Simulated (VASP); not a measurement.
# Na in VASP: further runs, part 2 of 2

VASP 6.6.1.

### 3 Single point, LDA

The input, INCAR:

```
  PREC = Accurate
  ENCUT = 520
  EDIFF = 1E-6
  ISMEAR = 1
  SIGMA = 0.1
  LREAL = False
  LASPH = True
  NELM = 80
  ALGO = Normal
  ISIF = 2
  LWAVE = False
  LCHARG = True
  GGA = CA
  LELF = True
  LVHAR = True
  NBANDS = 14
  ISYM = 0
```

The input, KPOINTS:

```
Automatic mesh
0
Gamma
  6 6 3
  0.5 0.5 0
```

The input, POSCAR:

```
Na
1.0
    3.7670000000      0.0000000000      0.0000000000
   -1.8835000000      3.2623200000      0.0000000000
    0.0000000000      0.0000000000      6.1540000000
Na
2
Direct
    0.3333333333      0.6666666667      0.2500000000
    0.6666666667      0.3333333333      0.7500000000
```

Potentials or basis: VASP PAW LDA potentials, release 64 (Na_pv).

Run with:

```
$ cat potpaw_LDA.64/Na_pv/POTCAR > POTCAR
$ mpirun -np 1 vasp_std > vasp.out
```

OUTCAR:

```text
PREC = Accurate
   ENCUT = 520
   EDIFF = 1E-6
   ISMEAR = 1
   LREAL = False
   LASPH = True
   NELM = 80
   ISIF = 2
   GGA = CA
   ISYM = 0

 ion  position               nearest neighbor table
   1  0.333  0.667  0.250-
   2  0.667  0.333  0.750-

IMPORTANT INFORMATION: All symmetrisations will be switched off!
NOSYMM: (Re-)initialisation of all symmetry stuff for point group C_1.

----------------------------------------------------------------------------------------

                                     Primitive cell

  volume of cell :      75.6275

  direct lattice vectors                    reciprocal lattice vectors
     3.767000000  0.000000000  0.000000000     0.265463233  0.153265161  0.000000000
    -1.883500000  3.262320000  0.000000000     0.000000000  0.306530322  0.000000000
     0.000000000  0.000000000  6.154000000     0.000000000  0.000000000  0.162495938

  length of vectors
     3.767000000  3.767001995  6.154000000     0.306530484  0.306530322  0.162495938

  position of ions in fractional coordinates (direct lattice)
     0.333333333  0.666666667  0.250000000
     0.666666667  0.333333333  0.750000000

  ion indices of the primitive-cell ions
   primitive index   ion index
[... 138 lines left out ...]
      8       0.9535     -0.00000
      9       1.2932     -0.00000
     10       7.2670      0.00000
     11       7.5902      0.00000
     12      10.3652      0.00000
     13      10.5111      0.00000
     14      10.6395      0.00000
[... 377 lines left out ...]
      1     -24.8792      2.00000
      2     -24.8655      2.00000
      3     -24.8626      2.00000
      4     -24.8583      2.00000
      5     -24.8536      2.00000
      6     -24.8529      2.00000
      7      -2.4305      2.00000
      8       1.3143     -0.00000
      9       1.6787     -0.00000
     10       5.6065      0.00000
     11       6.7217      0.00000
     12       8.9814      0.00000
     13       9.2860      0.00000
     14      10.1163      0.00000

 [... further k-points ...]

------------------------ aborting loop because EDIFF is reached ----------------------------------------

  FORCE on cell =-STRESS in cart. coord.  units (eV):
  Direction    XX          YY          ZZ          XY          YZ          ZX
  --------------------------------------------------------------------------------------
  -------------------------------------------------------------------------------------
  Total       -0.4539818     -0.4539935     -0.3706410     -0.0000108      0.0000002      0.0000001
  in kB       -9.6176576     -9.6179068     -7.8520738     -0.0002280      0.0000039      0.0000030
  external PRESSURE =      -9.0292127 kB  Pullay stress =       0.0000000 kB

 VOLUME and BASIS-vectors are now :
 -----------------------------------------------------------------------------
  energy-cutoff  :      520.00
  volume of cell :       75.63
      direct lattice vectors                 reciprocal lattice vectors
     3.767000000  0.000000000  0.000000000     0.265463233  0.153265161  0.000000000
    -1.883500000  3.262320000  0.000000000     0.000000000  0.306530322  0.000000000
     0.000000000  0.000000000  6.154000000     0.000000000  0.000000000  0.162495938

 POSITION                                       TOTAL-FORCE (eV/Angst)
 -----------------------------------------------------------------------------------
     -0.00000      2.17488      1.53850        -0.000000      0.000004      0.000002
      1.88350      1.08744      4.61550         0.000000     -0.000004     -0.000002
 -----------------------------------------------------------------------------------
    total drift:                                0.000001      0.000001      0.000002

  FREE ENERGIE OF THE ION-ELECTRON SYSTEM (eV)
  ---------------------------------------------------
  free  energy   TOTEN  =        -2.9121789953 eV

  energy  without entropy=       -2.9111083302  energy(sigma->0) =       -2.91182211
```

stdout:

```text
POSCAR found type information on POSCAR Na
 POSCAR found :  1 types and       2 ions
 scaLAPACK will be used
 LDA part: xc-table for (Slater(with rela. corr.)+CA(PZ))
 , standard interpolation
 POSCAR, INCAR and KPOINTS ok, starting setup
 FFT: planning ... GRIDC
 FFT: planning ... GRID_SOFT
 FFT: planning ... GRID
 WAVECAR not read
 entering main loop
```

Run time: 98 s. Hardware: 1 thread of Intel Xeon Platinum 8375C at 2.90GHz (Ice Lake), shared host; peak memory 0.23 GiB.

What came out:

* Free energy: -2.9122 eV
* Pressure: -0.9 GPa
* Band gap on the k mesh: zero (bands 7 and 8 overlap by 2.29 eV)

Stress tensor (GPa, compression positive):
```
-0.96  0.00  0.00
 0.00 -0.96  0.00
 0.00  0.00 -0.79
```

Levels at points of the mesh, in eV from the Fermi level:
| k point | band 5 | band 6 | band 7 | band 8 | band 9 | band 10 |
| --- | --- | --- | --- | --- | --- | --- |
| (0.08, 0.08, 0.00) | -24.84 | -24.84 | -2.82 | 0.97 | 1.31 | 7.28 |

### 4 Single point, LDA

The input, INCAR:

```
PREC = Accurate
ENCUT = 520
EDIFF = 1E-6
ISMEAR = 1
SIGMA = 0.1
LREAL = F
LASPH = T
NELM = 80
ALGO = Normal
ISIF = 2
LWAVE = F
LCHARG = F
GGA = CA
NBANDS = 14
ISYM = 0
```

KPOINTS is that of step 3.

POSCAR, as its differences from that of step 3:

```diff
@@ -8,3 +8,3 @@
 Direct
-    0.3333333333      0.6666666667      0.2500000000
+    0.3333333333      0.6666666667      0.2662495938
     0.6666666667      0.3333333333      0.7500000000
```

Run with:

```
$ cat potpaw_LDA.64/Na_pv/POTCAR > POTCAR
$ mpirun -np 1 vasp_std > vasp.out
```

Run time: 87 s. Hardware: 1 thread of Intel Xeon Platinum 8375C at 2.90GHz (Ice Lake), shared host; peak memory 0.23 GiB.

It converged, with:

* Free energy: -2.9094 eV
* Pressure: -0.9 GPa
* Largest force: 0.055 eV/Å
* Band gap on the k mesh: zero (bands 7 and 8 overlap by 2.28 eV)

Forces on the atoms (eV/Å):
```
Na   0.000  0.000 -0.055
Na   0.000  0.000  0.055
```

Stress tensor (GPa, compression positive):
```
-1.00  0.00  0.00
 0.00 -1.01  0.00
 0.00  0.00 -0.82
```

Levels at points of the mesh, in eV from the Fermi level:
```
           k point  band 3  band 4  band 5  band 6  band 7  band 8  band 9  band 10  band 11  band 12
(0.08, 0.08, 0.00)  -24.84  -24.84  -24.84  -24.84   -2.82    0.97    1.31     7.28     7.60    10.38
```

### 5 The runs side by side

| cell | gap on the mesh (eV) | pressure (GPa) | largest force (eV/Å) |
| --- | --- | --- | --- |
| as given, atomic positions A | none | -0.9 | 0.06 |
| as given, atomic positions B | none | -0.9 | - |
| as given, atomic positions C | none | -0.9 | 0.06 |

Alike in all rows: task single point; level LDA; potentials or basis VASP PAW LDA potentials, release 64 (Na_pv); no spin polarisation; k mesh 6 × 6 × 3, shifted; cutoff (eV) 520; smearing methfessel-paxton 0.1 eV.

Absolute energies hang on the potentials; compare differences alone.
